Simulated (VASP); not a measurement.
A run of VASP 6.6.1 is set up as follows.

INCAR

```
  PREC = Accurate
  ENCUT = 520
  EDIFF = 1E-6
  ISMEAR = 0
  SIGMA = 0.1
  LREAL = F
  LASPH = T
  NELM = 100
  ALGO = Normal
  ISIF = 2
  LWAVE = F
  LCHARG = F
  GGA = PE
  NBANDS = 26
```

The input KPOINTS:

```
Automatic mesh
0
Gamma
  12 12 12
```

Contents of POSCAR:

```
Ag3B
1.0
    3.9528275389      0.0000000000      0.0000000000
    0.0000000000      3.9528275389      0.0000000000
    0.0000000000      0.0000000000      3.9528275389
Ag B
3 1
Direct
    0.5000000000      0.5000000000      0.0000000000
    0.5000000000      0.0000000000      0.5000000000
    0.0000000000      0.5000000000      0.5000000000
    0.0000000000      0.0000000000      0.0000000000
```

Potentials or basis: VASP PAW PBE potentials, release 64 (Ag, B).

Command:

```sh
$ cat potpaw_PBE.64/Ag/POTCAR potpaw_PBE.64/B/POTCAR > POTCAR
$ mpirun -np 1 vasp_std > vasp.out
```

(1) Predict the pressure.

(2) Predict the band gap on the k mesh.

## Answers

(1) -0.2 GPa.

(2) zero (bands 18 and 19 overlap by 3.35 eV).
